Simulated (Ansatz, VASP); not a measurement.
WS2: VASP beside Ansatz

```
S W
1.0
     3.28600    0.00000    0.00000
    -1.64300    2.84576    0.00000
     0.00000    0.00000   32.29109
S W
2 1
Cartesian
  0.0000 1.8972 14.6927
  0.0000 1.8972 17.5987
  1.6430 0.9486 16.1457
```

Alike in both runs: task single point; functional PBE; dispersion D3(BJ); k mesh 12 × 12 × 1; occupations gaussian, width 0.02 eV; no spin polarisation.

|  | VASP | Ansatz |
| --- | --- | --- |
| version | VASP 6.6.1 | Ansatz 0.2.0 |
| potentials or method | VASP PAW PBE potentials, release 64 (S, W_sv), cutoff 520 eV | scalar-relativistic, plane waves, PAW |
| valence electrons in the cell | 26 | 26 |

Ansatz gave:

* gap on the k mesh at the Fermi level (eV): 0.47
* least direct gap on the mesh (eV): 1.28
* rms of the force components (eV/Å): 0.810

Q: Estimate VASP's values.

A: gap on the k mesh at the Fermi level (eV): 0.49; least direct gap on the mesh (eV): 1.28; rms of the force components (eV/Å): 0.810.

Neither program's run includes spin-orbit coupling.
